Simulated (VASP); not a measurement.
Here is a VASP 6.6.1 calculation.

The input INCAR:

```
ALGO = Normal ; EDIFF = 1E-6
ENCUT = 520 ; GGA = PS
ISIF = 2 ; ISMEAR = 0
LASPH = T ; LCHARG = F
LREAL = F ; LWAVE = F
NBANDS = 26 ; NELM = 100
PREC = Accurate ; SIGMA = 0.05
```

KPOINTS

```
k-points
0
Gamma
  9 9 4
```

Contents of POSCAR:

```
MgO
1.0
    3.1740183608      0.0000000000      0.0000000000
   -1.5870091804      2.7487805326      0.0000000000
    0.0000000000      0.0000000000     10.1556292058
Mg O
4 4
Direct
    0.3354272306      0.6708544613      0.9695925587
    0.0000390134      0.0000780268      0.2209429155
    0.0111723997      0.0223447995      0.7209429155
    0.6668966301      0.3337932601      0.4695925587
    0.3161302502      0.6322605004      0.7799203897
   -0.0008015854     -0.0016031707      0.5295423161
   -0.0026285782     -0.0052571565      0.0295423161
    0.6667377013      0.3334754027      0.2799203897
```

Potentials or basis: VASP PAW PBE potentials, release 64 (Mg, O).

Command:

```sh
$ cat potpaw_PBE.64/Mg/POTCAR potpaw_PBE.64/O/POTCAR > POTCAR
$ mpirun -np 1 vasp_std > vasp.out
```

Q: What does it give for the pressure?

A: 11.3 GPa.

Q: Estimate the largest force.

A: 2.532 eV/Å.

Q: Predict the band gap on the k mesh.

A: 3.88 eV.

Forces on the atoms (eV/Å):
```
Mg   0.000 -0.300 -0.008
Mg   0.000 -0.001  0.005
Mg   0.000 -2.495 -0.354
Mg   0.000 -0.045  0.028
O    0.000  2.509  0.344
O    0.000  0.071  0.009
O    0.000  0.269  0.012
O    0.000 -0.008 -0.036
```

Caveat: the cell differs from its parent crystal (atoms displaced along a vibrational mode, the cell strained); the cell stands under pressure; the PAW data sets were made with another functional, which shifts forces and pressure a little; an odd mesh through Γ misses points on the zone boundary, where band edges can lie.
